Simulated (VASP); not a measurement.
# SiB5C (C2/m) in VASP: notebook

SiB5C is run at these levels: PBE; tasks: relaxation of cell and atoms, single point.

Everything below comes from runs of VASP 6.6.1. Logs are shortened: lines on timing, memory, paths and dates and some standing lists are left out, and cuts for length are marked.

### Step 1. The cell of the first run

The structure is monoclinic, space group C2/m (No. 12). Conventional cell: a = 8.766 Å, b = 6.050 Å, c = 5.325 Å, α = 90.00°, β = 115.50°, γ = 90.00°. Within 2.5 Å of Si (site symmetry m) lie 3 B at 1.90 Å and 1 Si at 2.34 Å. B (site symmetry 1) has 5 B at 1.78 to 1.95 Å and 1 C at 1.78 Å within 2.4 Å. B (site symmetry m) has 4 B at 1.79 Å and 1 C at 1.79 Å and 1 Si at 1.90 Å within 2.4 Å. Within 2.4 Å of B (site symmetry 1) lie 4 B at 1.79 Å and 1 C at 1.79 Å and 1 Si at 1.90 Å. C (site symmetry m) has 5 B at 1.78 to 1.79 Å and 1 C at 1.94 Å within 2.4 Å.

### Step 2. Relaxation of cell and atoms, PBE

The input, INCAR:

```
SYSTEM = SiB5C
PREC = Accurate
ENCUT = 600
EDIFF = 1E-7
ISMEAR = 0
SIGMA = 0.2
LREAL = .False.
LASPH = .True.
NELM = 80
ALGO = Normal
ISIF = 3
LWAVE = .False.
LCHARG = .False.
GGA = PE
IBRION = 2
NSW = 36
EDIFFG = -0.08
```

The input, KPOINTS:

```
regular mesh
0
Gamma
  4 4 4
  0 0 0
```

The input, POSCAR:

```
SiB5C
1.0
    4.3830000000     -3.0250000000      0.0000000000
    4.3830000000      3.0250000000      0.0000000000
   -2.2924715900      0.0000000000      4.8062666400
Si B C
2 10 2
Direct
    0.4030000000      0.4030000000      0.5970000000
    0.5970000000      0.5970000000      0.4030000000
    0.0140000000      0.3080000000      0.9860000000
    0.3080000000      0.0140000000      0.9860000000
    0.1860000000      0.1860000000      0.2920000000
    0.1860000000      0.7080000000      0.8140000000
    0.7080000000      0.1860000000      0.8140000000
    0.6920000000      0.9860000000      0.0140000000
    0.9860000000      0.6920000000      0.0140000000
    0.8140000000      0.8140000000      0.7080000000
    0.2920000000      0.8140000000      0.1860000000
    0.8140000000      0.2920000000      0.1860000000
    0.0140000000      0.0140000000      0.6910000000
    0.9860000000      0.9860000000      0.3090000000
```

Potentials or basis: VASP PAW PBE potentials, release 64 (Si, B, C).

Command:

```console
$ cat potpaw_PBE.64/Si/POTCAR potpaw_PBE.64/B/POTCAR potpaw_PBE.64/C/POTCAR > POTCAR
$ mpirun -np 1 vasp_std > vasp.out
```

OUTCAR:

```text
SYSTEM = SiB5C
   PREC = Accurate
   ENCUT = 600
   EDIFF = 1E-7
   ISMEAR = 0
   LREAL = .False.
   LASPH = .True.
   NELM = 80
   ISIF = 3
   GGA = PE
   IBRION = 2
   NSW = 36
   EDIFFG = -0.08

 ion  position               nearest neighbor table
   1  0.403  0.403  0.597-   6 1.90   7 1.90   5 1.90   2 2.34
   2  0.597  0.597  0.403-  11 1.90  12 1.90  10 1.90   1 2.34
   3  0.014  0.308  0.986-   4 1.78  13 1.78   5 1.79   7 1.79  12 1.79   9 1.95
   4  0.308  0.014  0.986-   3 1.78  13 1.78   5 1.79   6 1.79  11 1.79   8 1.95
   5  0.186  0.186  0.292-   3 1.79   4 1.79  11 1.79  12 1.79  14 1.79   1 1.90
   6  0.186  0.708  0.814-   4 1.79  13 1.79  10 1.79  11 1.79   9 1.79   1 1.90
   7  0.708  0.186  0.814-   3 1.79  13 1.79  10 1.79  12 1.79   8 1.79   1 1.90
   8  0.692  0.986  0.014-   9 1.78  14 1.78  10 1.79  12 1.79   7 1.79   4 1.95
   9  0.986  0.692  0.014-   8 1.78  14 1.78  10 1.79  11 1.79   6 1.79   3 1.95
  10  0.814  0.814  0.708-   8 1.79   9 1.79   6 1.79   7 1.79  13 1.79   2 1.90
  11  0.292  0.814  0.186-   9 1.79  14 1.79   5 1.79   6 1.79   4 1.79   2 1.90
  12  0.814  0.292  0.186-   8 1.79  14 1.79   5 1.79   7 1.79   3 1.79   2 1.90
  13  0.014  0.014  0.691-   3 1.78   4 1.78   6 1.79   7 1.79  10 1.79  14 1.94
  14  0.986  0.986  0.309-   8 1.78   9 1.78  11 1.79  12 1.79   5 1.79  13 1.94

  LATTYP: Found a base centered monoclinic cell.
 ALAT       =     8.7660000000
 B/A-ratio  =     0.6901665526
 C/A-ratio  =     0.6074606435
 COS(beta)  =    -0.4305110967

  Lattice vectors:

 A1 = (   4.3830000000,  -3.0250000000,   0.0000000000)
 A2 = (   4.3830000000,   3.0250000000,   0.0000000000)
 A3 = (  -2.2924715900,   0.0000000000,   4.8062666400)

Analysis of symmetry for initial positions (statically):
=====================================================================
 Subroutine PRICEL returns:
 Original cell was already a primitive cell.

 Routine SETGRP: Setting up the symmetry group for a
 base centered monoclinic supercell.

 Subroutine GETGRP returns: Found  4 space group operations
 (whereof  4 operations were pure point group operations)
 out of a pool of  4 trial point group operations.

The static configuration has the point symmetry C_2h.

Analysis of symmetry for dynamics (positions and initial velocities):
=====================================================================
 Subroutine PRICEL returns:
 Original cell was already a primitive cell.

 Routine SETGRP: Setting up the symmetry group for a
 base centered monoclinic supercell.

 Subroutine GETGRP returns: Found  4 space group operations
 (whereof  4 operations were pure point group operations)
 out of a pool of  4 trial point group operations.

The dynamic configuration has the point symmetry C_2h.

 Subroutine INISYM returns: Found  4 space group operations
 (whereof  4 operations are pure point group operations),
 and found     1 'primitive' translations

----------------------------------------------------------------------------------------

                                     Primitive cell

  volume of cell :     127.4485

  direct lattice vectors                    reciprocal lattice vectors
     4.383000000 -3.025000000  0.000000000     0.114077116 -0.165289256  0.054411993
     4.383000000  3.025000000  0.000000000     0.114077116  0.165289256  0.054411993
    -2.292471590  0.000000000  4.806266640     0.000000000  0.000000000  0.208061698

  length of vectors
     5.325534152  5.325534152  5.325000001     0.208074005  0.208074005  0.208061698

  position of ions in fractional coordinates (direct lattice)
     0.403000000  0.403000000  0.597000000
     0.597000000  0.597000000  0.403000000
     0.014000000  0.308000000  0.986000000
     0.308000000  0.014000000  0.986000000
     0.186000000  0.186000000  0.292000000
     0.186000000  0.708000000  0.814000000
     0.708000000  0.186000000  0.814000000
     0.692000000  0.986000000  0.014000000
     0.986000000  0.692000000  0.014000000
     0.814000000  0.814000000  0.708000000
[... 54 lines left out ...]
   IBRION =      2    ionic relax: 0-MD 1-quasi-New 2-CG
   NFREE  =      1    steps in history (QN), initial steepest desc. (CG)
   ISIF   =      3    stress and relaxation
   ISYM   =      2    0-nonsym 1-usesym 2-fastsym
   POTIM  = 0.5000    time-step for ionic-motion
   TEBEG  =    0.0;   TEEND  =   0.0 temperature during run
   PSTRESS=    0.0 pullay stress
   NELECT =      46.0000    total number of electrons
   NUPDOWN=      -1.0000    fix difference up-down
   EMIN   =  10.00;   EMAX   =-10.00  energy-range for DOS
   EFERMI =   0.00;   METHOD = LEGACY
   ISMEAR =     0;   SIGMA  =   0.20  broadening in eV -4-tet -1-fermi 0-gaus
   EFERMI_NEDOS =   21; number of points for ismear=-14 and -15
   IALGO  =     38    algorithm
   IMIX   =      4    mixing-type and parameters
     AMIX     =   0.40;   BMIX     =  1.00
     AMIX_MAG =   1.60;   BMIX_MAG =  1.00
  volume/ion in A,a.u.               =       9.10        61.43
  Fermi-wavevector in a.u.,A,eV,Ry     =   1.165599  2.202663 18.485165  1.358621
  Thomas-Fermi vector in A             =   2.302123
   LORBIT       =      0    0 simple, 1 ext, 2 COOP (PROOUT), +10 PAW based schemes
   GGA     = PE    functional components
   LHFCALC =     F    Hartree Fock is set to
   AEXX    =    0.0000 exact exchange contribution
   IVDW    =     0    specifies the selected vdW correction
   LEPSILON=     F    determine dielectric tensor
   LRPA    =     F    only Hartree local field effects (RPA)
 conjugate gradient relaxation of ions
 non-spin polarized calculation
 Gauss-broadening in eV      SIGMA  =   0.20
  energy-cutoff  :      600.00
  volume of cell :      127.45
 maximum number of plane-waves:      4268
 NGX is ok and might be reduce to    48
   NGX = 21   NGY = 21   NGZ = 21

--------------------------------------- Ionic step        1  -------------------------------------------

 number of electron      46.0000000 magnetization

 Free energy of the ion-electron system (eV)
  ---------------------------------------------------
  ext. energy  EPLUGINS =         0.00000000
  ---------------------------------------------------
  free energy    TOTEN  =       -92.59807769 eV

  energy without entropy =      -92.59807769  energy(sigma->0) =      -92.59807769

------------------------ aborting loop because EDIFF is reached ----------------------------------------

  FORCE on cell =-STRESS in cart. coord.  units (eV):
  Direction    XX          YY          ZZ          XY          YZ          ZX
  --------------------------------------------------------------------------------------
  -------------------------------------------------------------------------------------
  Total       -1.4678814      6.3551512     -5.5285684      0.0000000      0.0000000      7.7580347
  in kB      -18.4529940     79.8917190    -69.5006013      0.0000000      0.0000000     97.5276125
  external PRESSURE =      -2.6872921 kB  Pullay stress =       0.0000000 kB
[... 125 lines left out ...]
  FREE ENERGIE OF THE ION-ELECTRON SYSTEM (eV)
  ---------------------------------------------------
  free  energy   TOTEN  =       -93.6020425674 eV

  energy  without entropy=      -93.6020425674  energy(sigma->0) =      -93.60204257

[... ionic steps 4 to 7 ...]

--------------------------------------- Ionic step        8  -------------------------------------------

 number of electron      46.0000000 magnetization

------------------------ aborting loop because EDIFF is reached ----------------------------------------
[... 91 lines left out ...]
--------------------------------------- Ionic step       10  -------------------------------------------

 number of electron      46.0000000 magnetization

 Free energy of the ion-electron system (eV)
  ---------------------------------------------------
  ext. energy  EPLUGINS =         0.00000000
  ---------------------------------------------------
  free energy    TOTEN  =       -94.01253187 eV

  energy without entropy =      -94.01253187  energy(sigma->0) =      -94.01253187

 E-fermi :   6.6466     XC(G=0): -11.0563

 val. band max:        5.8886344963   @ k =   0.2500  -0.0000   0.5000
 cond. band min:       7.3725872233   @ k =   0.5000   0.5000   0.0000
 fundamental gap:      1.4839527269
 Fermi energy:         6.6465890888

 k-point     1 :       0.0000    0.0000    0.0000
  band No.  band energies     occupation
      1     -11.3133      2.00000
      2      -7.5024      2.00000
      3      -5.9580      2.00000
      4      -5.5582      2.00000
      5      -5.3361      2.00000
      6      -4.0361      2.00000
[... 846 lines left out ...]
  FREE ENERGIE OF THE ION-ELECTRON SYSTEM (eV)
  ---------------------------------------------------
  free  energy   TOTEN  =       -94.0125318737 eV

  energy  without entropy=      -94.0125318653  energy(sigma->0) =      -94.01253187

 reached required accuracy - stopping structural energy minimisation
```

Run time: 11 min. Hardware: 1 thread of AMD EPYC 9R45 (Zen 5), shared host; peak memory 0.36 GiB.

What came out:

```
Free energy                           : -94.0125 eV
Relaxed volume                        : 8.87 Å³/atom
Relaxed cell                          : a = 5.323 Å, b = 5.323 Å, c = 5.012 Å, α = 108.15°, β = 108.15°, γ = 71.14°
Space group after relaxing (to 0.1 Å) : C2/m (No. 12)
Energy gained by relaxing             : 101.0 meV/atom
Ionic steps                           : 10
Pressure after relaxing               : -0.3 GPa
Largest force after relaxing          : 0.076 eV/Å
Band gap on the k mesh                : 1.48 eV (least direct gap 1.84 eV)
```

Forces on the atoms (eV/Å):
```
Si   0.018  0.000  0.074
Si  -0.018  0.000 -0.074
B    0.010 -0.020  0.024
B    0.010  0.020  0.024
B    0.010  0.000  0.022
B   -0.006  0.023 -0.022
B   -0.006 -0.023 -0.022
B   -0.010 -0.020 -0.024
B   -0.010  0.020 -0.024
B   -0.010  0.000 -0.022
B    0.006  0.023  0.022
B    0.006 -0.023  0.022
C   -0.009  0.000 -0.012
C    0.009  0.000  0.012
```

Stress tensor (GPa, compression positive):
```
-0.04  0.00 -0.09
 0.00 -0.18  0.00
-0.09  0.00 -0.62
```

The path:
```tsv
step	energy change (eV)	largest force (eV/Å)	pressure (GPa)	volume (Å³)
1	0.0000	2.4343	-0.27	127.45
2	-0.7103	2.1652	-0.48	127.02
3	-1.0040	0.9911	-1.66	127.20
4	-1.2458	1.0551	-1.25	125.55
5	-1.2602	1.0420	-0.95	125.03
6	-1.3872	0.4137	1.05	123.31
7	-1.3884	0.3897	0.84	123.46
8	-1.4097	0.1861	-0.07	124.08
9	-1.4098	0.1890	-0.15	124.14
10	-1.4145	0.0765	-0.28	124.14
```

Final structure:
```
CELL_PARAMETERS angstrom
4.32686 -3.09631 0.15926
4.32686 3.09631 0.15926
-2.08838 0.00000 4.55624
ATOMIC_POSITIONS crystal
Si 0.40259 0.40259 0.60113
Si 0.59741 0.59741 0.39887
B 0.01610 0.32441 0.98511
B 0.32441 0.01610 0.98511
B 0.18020 0.18020 0.28726
B 0.17814 0.72846 0.81163
B 0.72846 0.17814 0.81163
B 0.67559 0.98390 0.01489
B 0.98390 0.67559 0.01489
B 0.81980 0.81980 0.71274
B 0.27154 0.82186 0.18837
B 0.82186 0.27154 0.18837
C 0.00861 0.00861 0.66779
C 0.99139 0.99139 0.33221
```

Levels at points of the mesh, in eV from the valence-band top:
```
           k point  band 21  band 22  band 23  band 24  band 25  band 26
(0.00, 0.00, 0.00)    -1.55    -0.57    -0.14     2.91     3.80     3.82
(0.50, 0.00, 0.00)    -1.73    -1.15    -0.81     1.79     2.41     3.24
(0.50, 0.50, 0.00)    -1.92    -0.74    -0.68     1.48     2.92     3.36
(0.00, 0.00, 0.50)    -1.79    -1.45    -0.10     1.93     2.64     3.89
(0.50, 0.00, 0.50)    -1.47    -0.90    -0.13     1.85     2.11     3.88
(0.50, 0.50, 0.50)    -1.59    -0.68    -0.25     1.60     1.82     3.11
```

Caveat: the relaxation stopped at a loose force limit of 0.08 eV/Å, so its end isn't a converged minimum. A k mesh can miss the band edges.

### Step 3. Single point, PBE (9.12 Å³/atom)

The input, INCAR:

```
PREC = Accurate
ENCUT = 520
EDIFF = 1E-7
ISMEAR = 0
SIGMA = 0.02
LREAL = False
LASPH = True
NELM = 60
ALGO = Normal
ISIF = 2
LWAVE = False
LCHARG = True
GGA = PE
LELF = True
LVHAR = True
NBANDS = 36
```

The input, KPOINTS:

```
regular mesh
0
Gamma
  6 6 6
```

The input, POSCAR:

```
SiB5C
1.0
    4.3262218599     -3.0820023816     -0.0052243576
    4.3262218599      3.0820023816     -0.0052243576
   -2.3276932278      0.0000000000      4.7914813420
Si B C
2 10 2
Direct
    0.3972703240      0.3972703240      0.5884541844
    0.6027296760      0.6027296760      0.4115458156
    0.0137106009      0.3227285277      0.9847452785
    0.3227285277      0.0137106009      0.9847452785
    0.0131334395      0.0131334395      0.6758658512
    0.1734593576      0.7174151652      0.8145661825
    0.7174151652      0.1734593576      0.8145661825
    0.6772714723      0.9862893991      0.0152547215
    0.9862893991      0.6772714723      0.0152547215
    0.9868665605      0.9868665605      0.3241341488
    0.2825848348      0.8265406424      0.1854338175
    0.8265406424      0.2825848348      0.1854338175
    0.1774235030      0.1774235030      0.2673331147
    0.8225764970      0.8225764970      0.7326668853
```

Potentials or basis: VASP PAW PBE potentials, release 64 (Si, B, C).

Command:

```console
$ cat potpaw_PBE.64/Si/POTCAR potpaw_PBE.64/B/POTCAR potpaw_PBE.64/C/POTCAR > POTCAR
$ mpirun -np 1 vasp_std > vasp.out
```

Wall time 3.3 min (1 thread of AMD EPYC 9R45 (Zen 5), shared host); peak memory 0.36 GiB.

Results (log left out):

| Property | Result |
| --- | --- |
| Free energy | -96.0446 eV |
| Pressure | -5.5 GPa |
| Largest force | 0.015 eV/Å |
| Band gap on the k mesh | 2.49 eV (least direct gap 2.74 eV) |

Forces on the atoms (eV/Å):
```
Si   0.007  0.000 -0.006
Si  -0.007  0.000  0.006
B    0.012  0.005  0.002
B    0.012 -0.005  0.002
B    0.002  0.000 -0.014
B    0.001 -0.013 -0.007
B    0.001  0.013 -0.007
B   -0.012  0.005 -0.002
B   -0.012 -0.005 -0.002
B   -0.002  0.000  0.014
B   -0.001 -0.013  0.007
B   -0.001  0.013  0.007
C    0.009  0.000  0.011
C   -0.009  0.000 -0.011
```

Levels at points of the mesh, in eV from the valence-band top:
```tsv
k point	band 21	band 22	band 23	band 24	band 25	band 26
(0.00, 0.00, 0.00)	-0.98	-0.34	-0.04	3.47	4.03	4.20
(0.50, 0.00, 0.00)	-1.14	-0.87	-0.40	2.65	2.92	3.75
(0.50, 0.50, 0.00)	-1.37	-0.37	-0.25	2.73	3.90	3.96
(0.00, 0.00, 0.50)	-1.48	-0.41	-0.25	2.49	3.58	3.98
(0.50, 0.00, 0.50)	-0.96	-0.68	-0.39	2.52	3.69	4.57
(0.50, 0.50, 0.50)	-0.76	-0.54	-0.11	2.83	2.92	3.56
```

Caveat: the cell stands under tension. A k mesh can miss the band edges.

### Step 4. Single point, PBE (9.39 Å³/atom)

This run uses another cell than the first one, of 9.39 Å³/atom.

The input, INCAR:

```
  PREC = Accurate
  ENCUT = 520
  EDIFF = 1E-7
  ISMEAR = 0
  SIGMA = 0.02
  LREAL = F
  LASPH = T
  NELM = 80
  ALGO = Normal
  ISIF = 2
  LWAVE = F
  LCHARG = F
  GGA = PE
  NBANDS = 36
```

The input, KPOINTS:

```
Automatic mesh
0
Gamma
  6 6 6
```

The input, POSCAR:

```
SiB5C
1.0
    4.3738921492     -3.1087256298     -0.0093152751
    4.3738921492      3.1087256298     -0.0093152751
   -2.3578171239      0.0000000000      4.8375551383
Si B C
2 10 2
Direct
    0.3974002052      0.3974002052      0.5883719950
    0.6025997948      0.6025997948      0.4116280050
    0.0130608725      0.3223262886      0.9853260951
    0.3223262886      0.0130608725      0.9853260951
    0.0127653543      0.0127653543      0.6763409609
    0.1731294588      0.7179651580      0.8148655276
    0.7179651580      0.1731294588      0.8148655276
    0.6776737114      0.9869391275      0.0146739049
    0.9869391275      0.6776737114      0.0146739049
    0.9872346457      0.9872346457      0.3236590391
    0.2820348420      0.8268705412      0.1851344724
    0.8268705412      0.2820348420      0.1851344724
    0.1772062053      0.1772062053      0.2670753004
    0.8227937947      0.8227937947      0.7329246996
```

Command:

```console
$ cat potpaw_PBE.64/Si/POTCAR potpaw_PBE.64/B/POTCAR potpaw_PBE.64/C/POTCAR > POTCAR
$ mpirun -np 1 vasp_std > vasp.out
```

Run time: 3.2 min. Hardware: 1 thread of AMD EPYC 9R45 (Zen 5), shared host; peak memory 0.37 GiB.

It converged, with:

- Free energy: -95.8609 eV
- Pressure: -10.3 GPa
- Largest force: 0.014 eV/Å
- Band gap on the k mesh: 2.51 eV (least direct gap 2.78 eV)

Forces in eV/Å, atoms in the order of the input:
```
Si   0.008  0.000 -0.004
Si  -0.008  0.000  0.004
B    0.012  0.004  0.003
B    0.012 -0.004  0.003
B    0.001  0.000 -0.013
B    0.001 -0.013 -0.006
B    0.001  0.013 -0.006
B   -0.012  0.004 -0.003
B   -0.012 -0.004 -0.003
B   -0.001  0.000  0.013
B   -0.001 -0.013  0.006
B   -0.001  0.013  0.006
C    0.007  0.000  0.008
C   -0.007  0.000 -0.008
```

Levels at points of the mesh, in eV from the valence-band top:
```
           k point  band 21  band 22  band 23  band 24  band 25  band 26
(0.00, 0.00, 0.00)    -0.94    -0.33    -0.03     3.47     3.96     4.16
(0.50, 0.00, 0.00)    -1.13    -0.84    -0.41     2.65     2.90     3.74
(0.50, 0.50, 0.00)    -1.36    -0.37    -0.25     2.75     3.88     3.91
(0.00, 0.00, 0.50)    -1.43    -0.41    -0.27     2.51     3.53     3.99
(0.50, 0.00, 0.50)    -0.95    -0.68    -0.39     2.52     3.65     4.51
(0.50, 0.50, 0.50)    -0.76    -0.53    -0.12     2.76     2.91     3.55
```

Caveat: the cell stands under tension.

### Step 5. The runs side by side

```csv
task,cell,k mesh,cutoff (eV),smearing,gap on the mesh (eV),pressure (GPa),largest force (eV/Å)
relaxation of cell and atoms,"relaxed from a = 5.326 Å, angles 110.8, 110.8, 69.2°, 14 atoms, atomic positions A",4 × 4 × 4,600,gaussian 0.2 eV,1.48,-0.3,0.08
single point,"a = 5.312, b = 5.312, c = 5.327 Å, angles 110.9, 110.9, 70.9°, 14 atoms, atomic positions B",6 × 6 × 6,520,gaussian 0.02 eV,2.49,-5.5,0.01
single point,"a = 5.366, b = 5.366, c = 5.382 Å, angles 111.0, 111.0, 70.8°, 14 atoms, atomic positions C",6 × 6 × 6,520,gaussian 0.02 eV,2.51,-10.3,0.01
```

Alike in all rows: level PBE; potentials or basis VASP PAW PBE potentials, release 64 (Si, B, C); no spin polarisation.

Caveats: the cell stands under tension (at least some runs); the relaxation stopped at a loose force limit of 0.08 eV/Å, so its end isn't a converged minimum (at least some runs).

Total energies depend on the potentials used, so only differences within one code and one set of settings carry meaning.
